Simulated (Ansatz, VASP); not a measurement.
**KMgF3: VASP beside Ansatz**

The input INCAR:

```
PREC = Accurate
ENCUT = 520
EDIFF = 1E-6
ISMEAR = 0
SIGMA = 0.02
LREAL = F
LASPH = T
NELM = 100
ALGO = Normal
ISIF = 2
LWAVE = F
LCHARG = T
GGA = PS
LELF = T
LVHAR = T
NBANDS = 24
```

The input KPOINTS:

```
regular mesh
0
Gamma
  6 6 6
```

File POSCAR:

```
KMgF3
1.0
    3.9912537769      0.0000000000      0.0000000000
    0.0000000000      3.9912537769      0.0000000000
    0.3592128399      0.0000000000      3.9912537769
K Mg F
1 1 3
Direct
    0.5000000000      0.5000000000      0.5000000000
    0.0000000000      0.0000000000      0.0000000000
    0.0000000000      0.5000000000      0.0000000000
    0.0000000000      0.0000000000      0.5000000000
    0.5000000000      0.0000000000      0.0000000000
```

Input for Ansatz:

```yaml
crystal:
  lattice:
    - [3.9912537769, 0.0, 0.0]
    - [0.0, 3.9912537769, 0.0]
    - [0.3592128399, 0.0, 3.9912537769]
  atoms:
    - { symbol: K, position: [0.5, 0.5, 0.5] }
    - { symbol: Mg, position: [0.0, 0.0, 0.0] }
    - { symbol: F, position: [0.0, 0.5, 0.0] }
    - { symbol: F, position: [0.0, 0.0, 0.5] }
    - { symbol: F, position: [0.5, 0.0, 0.0] }
basis:
  ecutwfc: 420
kpoints:
  mp_grid: { grid: [6, 6, 6] }
hamiltonian:
  xc: pbesol
scf:
  occupations: { method: gaussian, width: 0.02 }
output:
  forces: true
  stress: true
  eigenvalues: true
```

Change from the starting cell: shear of c along a, cell held, atoms relaxed: +9.0 %.

Alike in both runs: task single point; functional PBEsol; k mesh 6 × 6 × 6; occupations gaussian, width 0.02 eV; no spin polarisation.

|  | VASP | Ansatz |
| --- | --- | --- |
| version | VASP 6.6.1 | Ansatz 0.2.0 |
| potentials or method | VASP PAW PBE potentials, release 64 (K_sv, Mg, F), cutoff 520 eV | scalar-relativistic, plane waves, PAW |
| valence electrons in the cell | 32 | 40 |

Ansatz gave:

```
gap on the k mesh at the Fermi level (eV)                     : 6.97
least direct gap on the mesh (eV)                             : 7.15
pressure (GPa)                                                : 0.2
traceless stress, the component that is largest in VASP (GPa) : -4.15
```

Question: What did VASP give for the same quantities?

Answer: gap on the k mesh at the Fermi level (eV): 6.95; least direct gap on the mesh (eV): 7.13; pressure (GPa): -0.2; traceless stress, the component that is largest in VASP (GPa): -4.20.

VASP's potentials were made for PBE, not for PBEsol. VASP's potentials hold 32 valence electrons a cell and Ansatz's 40, so a difference there can come from the potentials and not from the codes.
